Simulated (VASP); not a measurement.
Here is a VASP 6.6.1 calculation.

INCAR

```
SYSTEM = CdSe
PREC = Accurate
ENCUT = 500
EDIFF = 1E-6
ISMEAR = 0
SIGMA = 0.15
LREAL = .FALSE.
LASPH = .TRUE.
NELM = 120
ALGO = Normal
ISIF = 2
LWAVE = .FALSE.
LCHARG = .TRUE.
GGA = PE
IVDW = 12
LELF = .TRUE.
LVHAR = .TRUE.
NBANDS = 16
GGA_COMPAT = .FALSE.
```

File KPOINTS:

```
Automatic mesh
0
G
  8 8 8
  0 0 0
```

Contents of POSCAR:

```
CdSe
1.0
    0.0000000000      3.2166910600      3.2166910600
    3.2166910600      0.0000000000      3.2166910600
    3.2166910600      3.2166910600      0.0000000000
Cd Se
1 1
Direct
    0.0000000000      0.0000000000      0.0000000000
    0.7500000000      0.7500000000      0.7500000000
```

Potentials or basis: VASP PAW PBE potentials, release 64 (Cd, Se).

Run with:

```console
$ cat potpaw_PBE.64/Cd/POTCAR potpaw_PBE.64/Se/POTCAR > POTCAR
$ mpirun -np 1 vasp_std > vasp.out
```

Task: Predict the pressure.

Result: -5.2 GPa.

Task: Predict the band gap on the k mesh.

Result: 0.26 eV.

Caveat: the cell stands under tension.
